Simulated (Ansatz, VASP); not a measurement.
## HfC: VASP beside Ansatz

```
CELL_PARAMETERS angstrom
0.00000 2.32500 2.32500
2.32500 0.00000 2.32500
2.32500 2.32500 0.00000
ATOMIC_POSITIONS crystal
Hf 0.50000 0.50000 0.50000
C 0.00000 0.00000 0.00000
```

Alike in both runs: task single point; functional PBE; k mesh 10 × 10 × 10; occupations gaussian, width 0.026 eV; no spin polarisation.

|  | VASP | Ansatz |
| --- | --- | --- |
| version | VASP 6.6.1 | Ansatz 0.2.0 |
| potentials or method | VASP PAW PBE potentials, release 64 (Hf_pv, C), cutoff 520 eV | all-electron LAPW, scalar-relativistic |

VASP gave:

```
gap on the k mesh at the Fermi level (eV) : none
pressure (GPa)                            : -0.5
```

Task: Estimate Ansatz's values.

Result: gap on the k mesh at the Fermi level (eV): none; pressure (GPa): 0.3.

A gap of «none» marks a metal or a gap that the smearing closes. Ansatz ran all-electron here, and VASP with PAW potentials.

Neither program's run includes spin-orbit coupling.
